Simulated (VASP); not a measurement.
Set up this calculation in VASP 6.6.1, as the native input.

```yaml
Task: single point
Functional: PBE
Potentials_or_basis: VASP PAW PBE potentials, release 64 (In_d, Pd)
Cutoff: 520 eV
k_mesh: 8 × 8 × 8
Occupations: fermi-dirac, width 0.05 eV
Spin: no spin polarisation
Dipole_correction: no
Further_INCAR_settings: ALGO = Normal; EDIFF = 1e-06; NBANDS = 18
```

The structure of InPd lies in POSCAR:

```
InPd
1.0
    0.0000000000      2.7999281833      2.7999281833
    2.7999281833      0.0000000000      2.7999281833
    2.7999281833      2.7999281833      0.0000000000
In Pd
1 1
Direct
    0.0000000000      0.0000000000      0.0000000000
    0.5000000000      0.5000000000      0.5000000000
```

These files were run (other wordings do the same):

INCAR

```
ALGO = Normal
EDIFF = 1E-6
ENCUT = 520
GGA = PE
ISIF = 2
ISMEAR = -1
LASPH = T
LCHARG = T
LELF = T
LREAL = F
LVHAR = T
LWAVE = F
NBANDS = 18
NELM = 60
PREC = Accurate
SIGMA = 0.05
```

KPOINTS

```
k-points
0
Gamma
  8 8 8
```

Potentials or basis: VASP PAW PBE potentials, release 64 (In_d, Pd).

Command:

```console
$ cat potpaw_PBE.64/In_d/POTCAR potpaw_PBE.64/Pd/POTCAR > POTCAR
$ mpirun -np 1 vasp_std > vasp.out
```

Results of the run:

The pressure is -4.1 GPa.

Run time: 12 s on 1 thread of Intel(R) Xeon(R) 6975P-C (Granite Rapids) (shared host), peak memory 0.17 GiB.
